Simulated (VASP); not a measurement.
# C in VASP: a series of runs

Runs on C. Level: PBE. Tasks: single point.

All numbers are computed with VASP 6.6.1; they aren't measurements. Logs are shortened: lines on timing, memory, paths and dates and some standing lists are left out, and cuts for length are marked.

## 1. The cell of the first run

The structure is hexagonal, space group P6_3/mmc (No. 194). Conventional cell: a = 2.467 Å, b = 2.467 Å, c = 7.803 Å, α = 90.00°, β = 90.00°, γ = 120.00°. C (site symmetry -6m2) has 3 C at 1.42 Å within 1.9 Å. Within 1.9 Å of C (site symmetry -6m2) lie 3 C at 1.42 Å.

## 2. Single point, PBE, collinear spin, ferromagnetic start

The input, INCAR:

```
SYSTEM = C
PREC = Accurate
ENCUT = 520
EDIFF = 1E-6
ISMEAR = 0
SIGMA = 0.1
LREAL = .FALSE.
LASPH = .TRUE.
NELM = 150
ALGO = Normal
ISIF = 2
LWAVE = .FALSE.
LCHARG = .FALSE.
ISPIN = 2
MAGMOM = 1 1 1 1
LORBIT = 11
GGA = PE
NBANDS = 20
```

The input, KPOINTS:

```
regular mesh
0
G
  12 12 4
  0 0 0
```

The input, POSCAR:

```
C
1.0
    2.4672912616      0.0000000000      0.0000000000
   -1.2336456308      2.1367369111      0.0000000000
    0.0000000000      0.0000000000      7.8030730000
C
4
Direct
    0.0000000000      0.0000000000      0.2500000000
    0.0000000000      0.0000000000      0.7500000000
    0.3333333300      0.6666666700      0.2500000000
    0.6666666700      0.3333333300      0.7500000000
```

Potentials or basis: VASP PAW PBE potentials, release 64 (C).

Started as:

```sh
$ cat potpaw_PBE.64/C/POTCAR > POTCAR
$ mpirun -np 1 vasp_std > vasp.out
```

OUTCAR:

```text
SYSTEM = C
   PREC = Accurate
   ENCUT = 520
   EDIFF = 1E-6
   ISMEAR = 0
   LREAL = .FALSE.
   LASPH = .TRUE.
   NELM = 150
   ISIF = 2
   ISPIN = 2
   LORBIT = 11
   GGA = PE

 ion  position               nearest neighbor table
   1  0.000  0.000  0.250-   3 1.42   3 1.42   3 1.42
   2  0.000  0.000  0.750-   4 1.42   4 1.42   4 1.42
   3  0.333  0.667  0.250-   1 1.42   1 1.42   1 1.42
   4  0.667  0.333  0.750-   2 1.42   2 1.42   2 1.42

  LATTYP: Found a hexagonal cell.
 ALAT       =     2.4672912616
 C/A-ratio  =     3.1626071561

  Lattice vectors:

 A1 = (   2.4672912616,   0.0000000000,   0.0000000000)
 A2 = (  -1.2336456308,   2.1367369111,   0.0000000000)
 A3 = (   0.0000000000,   0.0000000000,   7.8030730000)

Analysis of symmetry for initial positions (statically):
=====================================================================
 Subroutine PRICEL returns:
 Original cell was already a primitive cell.

 Routine SETGRP: Setting up the symmetry group for a
 hexagonal supercell.

 Subroutine GETGRP returns: Found 24 space group operations
 (whereof 12 operations were pure point group operations)
 out of a pool of 24 trial point group operations.

The static configuration has the point symmetry D_3d.
 The point group associated with its full space group is D_6h.

Analysis of symmetry for dynamics (positions and initial velocities):
=====================================================================
 Subroutine PRICEL returns:
 Original cell was already a primitive cell.

 Routine SETGRP: Setting up the symmetry group for a
 hexagonal supercell.

 Subroutine GETGRP returns: Found 24 space group operations
 (whereof 12 operations were pure point group operations)
 out of a pool of 24 trial point group operations.

The dynamic configuration has the point symmetry D_3d.
 The point group associated with its full space group is D_6h.

Analysis of structural, dynamic, and magnetic symmetry:
=====================================================================
 Subroutine PRICEL returns:
 Original cell was already a primitive cell.

 Routine SETGRP: Setting up the symmetry group for a
 hexagonal supercell.

 Subroutine GETGRP returns: Found 24 space group operations
 (whereof 12 operations were pure point group operations)
 out of a pool of 24 trial point group operations.

The overall configuration has the point symmetry D_3d.
 The point group associated with its full space group is D_6h.

 Subroutine INISYM returns: Found 24 space group operations
 (whereof 12 operations are pure point group operations),
 and found     1 'primitive' translations

----------------------------------------------------------------------------------------

                                     Primitive cell

  volume of cell :      41.1374

  direct lattice vectors                    reciprocal lattice vectors
     2.467291262  0.000000000  0.000000000     0.405302777  0.234001667  0.000000000
    -1.233645631  2.136736911  0.000000000     0.000000000  0.468003335  0.000000000
     0.000000000  0.000000000  7.803073000     0.000000000  0.000000000  0.128154639

  length of vectors
     2.467291262  2.467291262  7.803073000     0.468003335  0.468003335  0.128154639

  position of ions in fractional coordinates (direct lattice)
     0.000000000  0.000000000  0.250000000
     0.000000000  0.000000000  0.750000000
     0.333333330  0.666666670  0.250000000
     0.666666670  0.333333330  0.750000000

  ion indices of the primitive-cell ions
   primitive index   ion index
                 1           1
                 2           2
                 3           3
                 4           4

----------------------------------------------------------------------------------------

 KPOINTS: regular mesh

Automatic generation of k-mesh.
 Grid dimensions read from file:
 generate k-points for:   12   12    4

 Generating k-lattice:

  Cartesian coordinates                     Fractional coordinates (reciprocal lattice)
     0.033775231  0.019500139  0.000000000     0.083333333  0.000000000  0.000000000
     0.000000000  0.039000278  0.000000000     0.000000000  0.083333333  0.000000000
     0.000000000  0.000000000  0.032038660     0.000000000  0.000000000  0.250000000

  Length of vectors
     0.039000278  0.039000278  0.032038660

  Shift w.r.t. Gamma in fractional coordinates (k-lattice)
     0.000000000  0.000000000  0.000000000

 Subroutine IBZKPT returns following result:
 ===========================================

 Found     57 irreducible k-points:

 Following reciprocal coordinates:
            Coordinates               Weight
  0.000000  0.000000  0.000000      1.000000
  0.083333  0.000000  0.000000      6.000000
  0.166667  0.000000  0.000000      6.000000
  0.250000  0.000000  0.000000      6.000000
  0.333333  0.000000  0.000000      6.000000
  0.416667  0.000000  0.000000      6.000000
[... 16 lines left out ...]
  0.250000  0.000000  0.250000     12.000000
  0.333333  0.000000  0.250000     12.000000
 [... further k-points ...]
   k-points           NKPTS =     57   k-points in BZ     NKDIM =     57   number of bands    NBANDS=     20
   number of dos      NEDOS =    301   number of ions     NIONS =      4
   total plane-waves  NPLWV =  19440
   dimension x,y,z NGX =    18 NGY =   18 NGZ =   60
   dimension x,y,z NGXF=    36 NGYF=   36 NGZF=  120
   ions per type =               4
   NGX,Y,Z   is equivalent  to a cutoff of  12.13, 12.13, 12.78 a.u.
   NGXF,Y,Z  is equivalent  to a cutoff of  24.26, 24.26, 25.57 a.u.
 SYSTEM =  C
   PREC   = accura    normal or accurate (medium, high low for compatibility)
   ISTART =      0    job   : 0-new  1-cont  2-samecut
   ICHARG =      2    charge: 1-file 2-atom 10-const
   ISPIN  =      2    spin polarized calculation?
   LNONCOLLINEAR =      F non collinear calculations
   LSORBIT =      F    spin-orbit coupling
   LASPH  =      T    aspherical Exc in radial PAW
   ENCUT  =  520.0 eV  38.22 Ry    6.18 a.u.   4.59  4.59 14.51*2*pi/ulx,y,z
   NELM   =    150;   NELMIN=  2; NELMDL= -5     # of ELM steps
   EDIFF  = 0.1E-05   stopping-criterion for ELM
   LREAL  =      F    real-space projection
   EDIFFG = 0.1E-04   stopping-criterion for IOM
   NSW    =      0    number of steps for IOM
   IBRION =     -1    ionic relax: 0-MD 1-quasi-New 2-CG
   NFREE  =      0    steps in history (QN), initial steepest desc. (CG)
   ISIF   =      2    stress and relaxation
   ISYM   =      2    0-nonsym 1-usesym 2-fastsym
   POTIM  = 0.5000    time-step for ionic-motion
   TEBEG  =    0.0;   TEEND  =   0.0 temperature during run
   PSTRESS=    0.0 pullay stress
   NELECT =      16.0000    total number of electrons
   NUPDOWN=      -1.0000    fix difference up-down
   EMIN   =  10.00;   EMAX   =-10.00  energy-range for DOS
   EFERMI =   0.00;   METHOD = LEGACY
   ISMEAR =     0;   SIGMA  =   0.10  broadening in eV -4-tet -1-fermi 0-gaus
   EFERMI_NEDOS =   21; number of points for ismear=-14 and -15
   IALGO  =     38    algorithm
   IMIX   =      4    mixing-type and parameters
     AMIX     =   0.40;   BMIX     =  1.00
     AMIX_MAG =   1.60;   BMIX_MAG =  1.00
  volume/ion in A,a.u.               =      10.28        69.40
  Fermi-wavevector in a.u.,A,eV,Ry     =   1.195003  2.258229 19.429568  1.428033
  Thomas-Fermi vector in A             =   2.330979
   LORBIT       =     11    0 simple, 1 ext, 2 COOP (PROOUT), +10 PAW based schemes
   GGA     = PE    functional components
   LHFCALC =     F    Hartree Fock is set to
   AEXX    =    0.0000 exact exchange contribution
   IVDW    =     0    specifies the selected vdW correction
   LEPSILON=     F    determine dielectric tensor
   LRPA    =     F    only Hartree local field effects (RPA)
 spin polarized calculation
 Gauss-broadening in eV      SIGMA  =   0.10
  energy-cutoff  :      520.00
  volume of cell :       41.14
 maximum number of plane-waves:      1128
   NGX =  9   NGY =  9   NGZ = 29

 number of electron      15.9999994 magnetization       0.0010372

 number of electron      15.9999993 magnetization      -0.0001970

 Free energy of the ion-electron system (eV)
  ---------------------------------------------------
  ext. energy  EPLUGINS =         0.00000000
  ---------------------------------------------------
  free energy    TOTEN  =       -36.89254984 eV

  energy without entropy =      -36.89055983  energy(sigma->0) =      -36.89155484

 E-fermi :   3.4334     XC(G=0):  -9.2922

 val. band max:        3.4322642077   @ k =   0.3333   0.3333   0.5000
 cond. band min:       3.4335599195   @ k =   0.3333   0.3333   0.2500
 fundamental gap:      0.0012957118
 Fermi energy:         3.4333714966

 spin component 1

 k-point     1 :       0.0000    0.0000    0.0000
  band No.  band energies     occupation
      1     -16.1102      1.00000
      2     -16.0265      1.00000
      3      -4.5762      1.00000
      4      -3.7257      1.00000
      5       0.3940      1.00000
      6       0.3940      1.00000
[... 12 lines left out ...]
     19      16.1933      0.00000
[... 513 lines left out ...]
      4      -6.1785      1.00000
      5      -2.3460      1.00000
      6      -2.3385      1.00000
[... 12 lines left out ...]
     19      19.9467      0.00000
     20      20.6555      0.00000

 [... further k-points ...]

 spin component 2

 k-point     1 :       0.0000    0.0000    0.0000
  band No.  band energies     occupation
      1     -16.1103      1.00000
      2     -16.0266      1.00000
      3      -4.5763      1.00000
      4      -3.7258      1.00000
      5       0.3940      1.00000
      6       0.3940      1.00000
[... 12 lines left out ...]
     19      16.1932      0.00000
[... 513 lines left out ...]
      4      -6.1785      1.00000
      5      -2.3460      1.00000
      6      -2.3385      1.00000
[... 12 lines left out ...]
     19      19.9467      0.00000
     20      20.6556      0.00000

 [... further k-points ...]
[... 5 lines left out ...]
  --------------------------------------------------------------------------------------
  -------------------------------------------------------------------------------------
  Total        0.0723631      0.0723631      0.0816863      0.0000000      0.0000000      0.0000000
  in kB        2.8183202      2.8183202      3.1814332      0.0000000      0.0000000      0.0000000
  external PRESSURE =       2.9393578 kB  Pullay stress =       0.0000000 kB

 VOLUME and BASIS-vectors are now :
 -----------------------------------------------------------------------------
  energy-cutoff  :      520.00
  volume of cell :       41.14
      direct lattice vectors                 reciprocal lattice vectors
     2.467291262  0.000000000  0.000000000     0.405302777  0.234001667  0.000000000
    -1.233645631  2.136736911  0.000000000     0.000000000  0.468003335  0.000000000
     0.000000000  0.000000000  7.803073000     0.000000000  0.000000000  0.128154639

 POSITION                                       TOTAL-FORCE (eV/Angst)
 -----------------------------------------------------------------------------------
      0.00000      0.00000      1.95077         0.000000     -0.000000     -0.000000
      0.00000      0.00000      5.85230        -0.000000      0.000000      0.000000
     -0.00000      1.42449      1.95077         0.000000      0.000000     -0.000000
      1.23365      0.71225      5.85230        -0.000000     -0.000000      0.000000
 -----------------------------------------------------------------------------------
    total drift:                               -0.000000      0.000000      0.000000

  FREE ENERGIE OF THE ION-ELECTRON SYSTEM (eV)
  ---------------------------------------------------
  free  energy   TOTEN  =       -36.8925498428 eV

  energy  without entropy=      -36.8905598348  energy(sigma->0) =      -36.89155484

 total charge

# of ion       s       p       d       tot
------------------------------------------
    1        0.862   1.784   0.000   2.647
    2        0.862   1.784   0.000   2.647
    3        0.862   1.785   0.000   2.647
    4        0.862   1.785   0.000   2.647
--------------------------------------------------
tot          3.450   7.139   0.000  10.589

 magnetization (x)

# of ion       s       p       d       tot
------------------------------------------
    1       -0.000  -0.000   0.000  -0.000
    2       -0.000  -0.000   0.000  -0.000
    3        0.000   0.000   0.000   0.000
    4        0.000   0.000   0.000   0.000
--------------------------------------------------
tot         -0.000   0.000   0.000   0.000
```

It took 52 s on 1 thread of Intel Xeon Platinum 8375C at 2.90GHz (Ice Lake), shared host; peak memory 0.19 GiB.

What came out:

* Free energy: -36.8925 eV
* Pressure: 0.3 GPa
* Band gap on the k mesh: zero (filled and empty bands overlap)
* Net moment: 0.00 μB per cell
* Valence electrons inside the program's atomic spheres: C 2.65

Levels at points of the mesh, in eV from the Fermi level:
Spin up:
```tsv
k point	band 5	band 6	band 7	band 8	band 9	band 10	band 11	band 12
(0.00, 0.00, 0.00)	-3.04	-3.04	-3.04	-3.04	3.39	7.61	8.30	8.30
(0.50, 0.00, 0.00)	-6.41	-6.40	-2.50	-2.23	1.54	1.88	7.30	7.42
(0.00, 0.00, 0.50)	-3.04	-3.04	-3.04	-3.04	5.05	5.05	8.30	8.30
(0.50, 0.00, 0.50)	-6.41	-6.41	-2.36	-2.36	1.67	1.67	7.36	7.36
```
Spin down:
| k point | band 4 | band 5 | band 6 | band 7 | band 8 | band 9 | band 10 | band 11 | band 12 | band 13 |
| --- | --- | --- | --- | --- | --- | --- | --- | --- | --- | --- |
| (0.00, 0.00, 0.00) | -7.16 | -3.04 | -3.04 | -3.04 | -3.04 | 3.39 | 7.61 | 8.30 | 8.30 | 8.31 |
| (0.50, 0.00, 0.00) | -13.21 | -6.41 | -6.40 | -2.50 | -2.23 | 1.54 | 1.88 | 7.30 | 7.42 | 10.76 |
| (0.00, 0.00, 0.50) | -7.61 | -3.04 | -3.04 | -3.04 | -3.04 | 5.05 | 5.05 | 8.30 | 8.30 | 8.30 |
| (0.50, 0.00, 0.50) | -13.22 | -6.41 | -6.41 | -2.36 | -2.36 | 1.67 | 1.67 | 7.36 | 7.36 | 11.77 |

Caveat: this functional lacks dispersion, which binds the layers, so the pressure and a relaxed spacing across them are unreliable.

[end of part 1 of 2]
